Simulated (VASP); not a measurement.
# LiH: single point with HSE06

The system is LiH.

```
Li H
1.0
     0.00000    2.00355    2.00355
     2.00355    0.00000    2.00355
     2.00355    2.00355    0.00000
Li H
1 1
Direct
  0.00000 0.00000 0.00000
  0.50000 0.50000 0.50000
```

| Property | Result |
| --- | --- |
| Program | VASP 6.6.1 |
| Task | single point |
| Functional | HSE06 |
| Potentials or basis | VASP PAW PBE potentials, release 64 (Li_sv, H) |
| Cutoff | 520 eV |
| k mesh | 8 × 8 × 8 |
| Occupations | gaussian, width 0.01 eV |
| Spin | no spin polarisation |

The band gap on the k mesh is 3.97 eV, direct.

Levels at points of the mesh, in eV from the valence-band top:
| k point | band 1 | band 2 | band 3 | band 4 | band 5 |
| --- | --- | --- | --- | --- | --- |
| (0.00, 0.00, 0.00) | -47.29 | -6.08 | 17.96 | 19.48 | 19.48 |
| (0.50, 0.00, 0.00) | -47.24 | -2.88 | 5.96 | 15.27 | 18.02 |
| (0.50, 0.50, 0.00) | -47.22 | 0.00 | 3.97 | 12.18 | 12.18 |

Wall time 2.9 min on 1 thread of Intel(R) Xeon(R) Platinum 8488C (Sapphire Rapids), with other jobs on the host, peak memory 0.24 GiB.

 A k mesh can miss the band edges.
